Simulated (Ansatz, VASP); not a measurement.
## Bi2TeO3: VASP beside Ansatz

File INCAR:

```
SYSTEM = Bi2TeO3
PREC     = Accurate       ! precision mode
ENCUT    = 520            ! plane-wave cutoff, eV
EDIFF    = 1E-6           ! SCF threshold, eV
ISMEAR   = 0              ! smearing method
SIGMA    = 0.1            ! smearing width, eV
LREAL    = .False.        ! projectors in reciprocal space
LASPH    = .True.         ! aspherical terms in the spheres
NELM     = 60             ! most SCF steps
ALGO     = Normal         ! electronic algorithm
ISIF     = 2              ! what is computed and relaxed
LWAVE    = .False.        ! write WAVECAR
LCHARG   = .False.        ! write CHGCAR
GGA      = PE             ! functional
NBANDS   = 36             ! bands
```

Contents of KPOINTS:

```
regular mesh
0
Gamma
  3 3 6
  0 0 0
```

Contents of POSCAR:

```
Bi2TeO3
1.0
    6.0192916500      0.0000000000      0.0000000000
   -3.0096458300      5.2128594800      0.0000000000
    0.0000000000      0.0000000000      3.5921396600
Bi Te O
2 1 3
Direct
    0.3333333300      0.6666666700      0.0000000000
    0.6666666700      0.3333333300      0.0000000000
    0.0000000000      0.0000000000      0.0000000000
    0.5000000000      0.0000000000      0.5000000000
    0.5000000000      0.5000000000      0.5000000000
    0.0000000000      0.5000000000      0.5000000000
```

Input for Ansatz:

```yaml
crystal:
  lattice:
    - [6.01929165, 0.0, 0.0]
    - [-3.00964583, 5.21285948, 0.0]
    - [0.0, 0.0, 3.59213966]
  atoms:
    - { symbol: Bi, position: [0.33333333, 0.66666667, 0.0] }
    - { symbol: Bi, position: [0.66666667, 0.33333333, 0.0] }
    - { symbol: Te, position: [0.0, 0.0, 0.0] }
    - { symbol: O, position: [0.5, 0.0, 0.5] }
    - { symbol: O, position: [0.5, 0.5, 0.5] }
    - { symbol: O, position: [0.0, 0.5, 0.5] }
basis:
  ecutwfc: 420
kpoints:
  mp_grid: { grid: [3, 3, 6] }
hamiltonian:
  xc: pbe
scf:
  occupations: { method: gaussian, width: 0.1 }
  lower_state_search: "off"
output:
  forces: true
  stress: true
  eigenvalues: true
```

Change from the starting cell: species swapped into the SmCo3B2 type (P6/mmm, No. 191).

Alike in both runs: task single point; functional PBE; k mesh 3 × 3 × 6; occupations gaussian, width 0.1 eV; no spin polarisation.

|  | VASP | Ansatz |
| --- | --- | --- |
| version | VASP 6.6.1 | Ansatz 0.2.0 |
| potentials or method | VASP PAW PBE potentials, release 64 (Bi_d, Te, O), cutoff 520 eV | scalar-relativistic, plane waves, PAW |
| valence electrons in the cell | 54 | 64 |

Ansatz gave:

| Quantity | Value |
| --- | --- |
| gap on the k mesh at the Fermi level (eV) | none |
| pressure (GPa) | -5.0 |
| traceless stress, the component that is largest in VASP (GPa) | -14.84 |

Question: Estimate VASP's values.

Answer: gap on the k mesh at the Fermi level (eV): none; pressure (GPa): -5.0; traceless stress, the component that is largest in VASP (GPa): -14.81.

A gap of «none» marks a metal or a gap that the smearing closes. The functional is the same, so the differences come from potentials, cutoffs and numerics. VASP's potentials hold 54 valence electrons a cell and Ansatz's 64, so a difference there can come from the potentials and not from the codes.

The k mesh is coarse, so the values compare programs but aren't converged. Neither program's run includes spin-orbit coupling.
